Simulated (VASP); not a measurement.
Here is a VASP 6.6.1 calculation.

File INCAR:

```
  PREC = Accurate
  ENCUT = 520
  EDIFF = 1E-6
  ISMEAR = 0
  SIGMA = 0.01
  LREAL = Auto
  LASPH = T
  NELM = 100
  ALGO = Normal
  ISIF = 2
  LWAVE = F
  LCHARG = F
  GGA = PE
  IVDW = 12
  ISYM = 0
  NBANDS = 122
```

The input KPOINTS:

```
Automatic mesh
0
Gamma
  3 3 2
  0.5 0.5 0.5
```

The input POSCAR:

```
MoS2
1.0
    3.1493193302     -5.4547810892      0.0000000000
   -6.2986386604      0.0000000000      0.0000000000
    0.0000000000      0.0000000000    -12.0936434512
Mo S
8 16
Direct
    0.3333333333      0.1666666667      0.7501850379
    0.8333333333      0.1666666667      0.7501850379
    0.3333333333      0.6666666667      0.7501850379
    0.8333333333      0.6666666667      0.7501850379
    0.1666666667      0.3333333333      0.2498149621
    0.6666666667      0.3333333333      0.2498149621
    0.1666666667      0.8333333333      0.2498149621
    0.6666666667      0.8333333333      0.2498149621
    0.1666666667      0.3333333333      0.6206959977
    0.6666666667      0.3333333333      0.6206959977
    0.1666666667      0.8333333333      0.6206959977
    0.6666666667      0.8333333333      0.6206959977
    0.3333333333      0.1666666667      0.1203266408
    0.8333333333      0.1666666667      0.1203266408
    0.3333333333      0.6666666667      0.1203266408
    0.8333333333      0.6666666667      0.1203266408
    0.1666666667      0.3333333333      0.8796733592
    0.6666666667      0.3333333333      0.8796733592
    0.1666666667      0.8333333333      0.8796733592
    0.6666666667      0.8333333333      0.8796733592
    0.3333333333      0.1666666667      0.3793040023
    0.8333333333      0.1666666667      0.3793040023
    0.3333333333      0.6666666667      0.3793040023
    0.8333333333      0.6666666667      0.3793040023
```

Potentials or basis: VASP PAW PBE potentials, release 64 (Mo_sv, S).

Run with:

```console
$ cat potpaw_PBE.64/Mo_sv/POTCAR potpaw_PBE.64/S/POTCAR > POTCAR
$ mpirun -np 1 vasp_std > vasp.out
```

Task: What does it give for the pressure?

Result: -0.2 GPa.

Task: What does it give for the largest force?

Result: 0.022 eV/Å.

Stress tensor (GPa, compression positive):
```
-0.12  0.00  0.00
 0.00 -0.12  0.00
 0.00  0.00 -0.23
```
